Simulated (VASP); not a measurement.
Runs of VASP 6.6.1 on GaN. The structure is that of space group P6_3mc (No. 186), or close to it. The cells are those of the table. 

```csv
cell,gap on the mesh (eV),pressure (GPa),largest force (eV/Å)
"a = 3.270, b = 3.270, c = 4.887 Å, angles 90.0, 90.0, 120.0°, 4 atoms",2.33,(c),1.51
"a = 3.357, b = 3.357, c = 4.636 Å, angles 90.0, 90.0, 120.0°, 4 atoms",2.26,11.4,3.71
"a = 3.081, b = 3.081, c = 5.505 Å, angles 90.0, 90.0, 120.0°, 4 atoms",(a),4.3,0.59
"a = 2.992, b = 2.992, c = 5.834 Å, angles 90.0, 90.0, 120.0°, 4 atoms",0.95,10.3,0.72
"a = 3.426, b = 3.426, c = 4.452 Å, angles 90.0, 90.0, 120.0°, 4 atoms",2.28,(b),6.18
```

Alike in all rows: task single point; level r2SCAN; potentials or basis VASP PAW PBE potentials, release 64 (Ga_d, N); no spin polarisation; k mesh 12 × 12 × 6; cutoff (eV) 520; smearing gaussian 0.05 eV.

Estimate the missing entries.

(a) 1.88; (b) 19.7; (c) 4.6.

Caveats: the PAW data sets were made with another functional, which shifts forces and pressure a little; the stress differs along the axes, from -9 to 31 GPa (at least some runs); the stress differs along the axes, from -15 to 65 GPa (at least some runs); the stress differs along the axes, from -19 to 16 GPa (at least some runs); the stress differs along the axes, from -32 to 31 GPa (at least some runs); the stress differs along the axes, from -18 to 95 GPa (at least some runs).

A k mesh can miss the band edges, and the runs leave out spin-orbit coupling on Ga.
